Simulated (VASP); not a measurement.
Input of a VASP 6.6.1 run:

INCAR

```
PREC = Accurate ; ENCUT = 520
EDIFF = 1E-6 ; ISMEAR = 0
SIGMA = 0.1 ; LREAL = F
LASPH = T ; NELM = 60
ALGO = Fast ; ISIF = 2
LWAVE = F ; LCHARG = F
GGA = PE ; NBANDS = 8
```

File KPOINTS:

```
Automatic mesh
0
Gamma
  26 26 26
```

POSCAR

```
Al
1.0
   -1.4286867671      1.4287794780      2.0203582708
    1.4286867671     -1.4287794780      2.0203582708
    1.4286867671      1.4287794780     -2.0203582708
Al
1
Direct
    0.5000000000      0.5000000000      0.0000000000
```

Potentials or basis: VASP PAW PBE potentials, release 64 (Al).

Command:

```sh
$ cat potpaw_PBE.64/Al/POTCAR > POTCAR
$ mpirun -np 1 vasp_std > vasp.out
```

Question: Estimate the pressure.

Answer: 0.0 GPa.

Question: Predict the band gap on the k mesh.

Answer: Zero (an odd number of electrons rules out a gap without spin polarisation).
